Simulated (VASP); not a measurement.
A run of VASP 6.6.1:

INCAR

```
AGGAC = 1.0
AGGAX = 1.0
ALDAC = 0.0
ALDAX = 1.0
ALGO = Normal
EDIFF = 1E-6
ENCUT = 520
GGA = B5
ISIF = 2
ISMEAR = -1
LASPH = T
LCHARG = F
LREAL = F
LWAVE = F
NBANDS = 8
NELM = 80
PREC = Accurate
SIGMA = 0.1
```

Contents of KPOINTS:

```
k-points
0
Gamma
  13 13 13
```

Contents of POSCAR:

```
Li
1.0
   -1.7110721882      1.7110721882      1.7110721882
    1.7110721882     -1.7110721882      1.7110721882
    1.7110721882      1.7110721882     -1.7110721882
Li
1
Direct
    0.0000000000      0.0000000000      0.0000000000
```

Potentials or basis: VASP PAW PBE potentials, release 64 (Li_sv).

Run with:

```sh
$ cat potpaw_PBE.64/Li_sv/POTCAR > POTCAR
$ mpirun -np 1 vasp_std > vasp.out
```

Hardware: 1 thread of AMD EPYC 9R14 (Zen 4), with other jobs on the host.

Estimate the wall time of this run.

Run time: 7.9 s on 1 thread of AMD EPYC 9R14 (Zen 4) (shared host), peak memory 0.1 GiB. Counts: scf iterations 9, k points 84.
